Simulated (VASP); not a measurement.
Input of a VASP 6.6.1 run:

File INCAR:

```
PREC = Accurate
ENCUT = 520
EDIFF = 1E-6
ISMEAR = 0
SIGMA = 0.05
LREAL = F
LASPH = T
NELM = 60
ALGO = Normal
ISIF = 2
LWAVE = F
LCHARG = T
GGA = PE
LELF = T
LVHAR = T
NBANDS = 14
```

KPOINTS

```
Automatic mesh
0
Gamma
  8 8 8
```

The input POSCAR:

```
NaF
1.0
    0.0000000000      2.3233000000      2.3639577500
    2.3233000000      0.0000000000      2.3639577500
    2.3233000000      2.3233000000      0.0000000000
Na F
1 1
Direct
    0.0000000000      0.0000000000      0.0000000000
    0.5000000000      0.5000000000      0.5000000000
```

Potentials or basis: VASP PAW PBE potentials, release 64 (Na_pv, F).

Run with:

```console
$ cat potpaw_PBE.64/Na_pv/POTCAR potpaw_PBE.64/F/POTCAR > POTCAR
$ mpirun -np 1 vasp_std > vasp.out
```

Problem. Estimate the pressure.

Solution. 0.7 GPa.

Problem. Predict the band gap on the k mesh.

Solution. 6.16 eV.

Stress tensor (GPa, compression positive):
```
 1.15  0.00  0.00
 0.00  1.15  0.00
 0.00  0.00 -0.16
```

Caveat: the cell differs from its parent crystal (strain +0.0175 x Voigt [0, 0, 1, 0, 0, 0]).
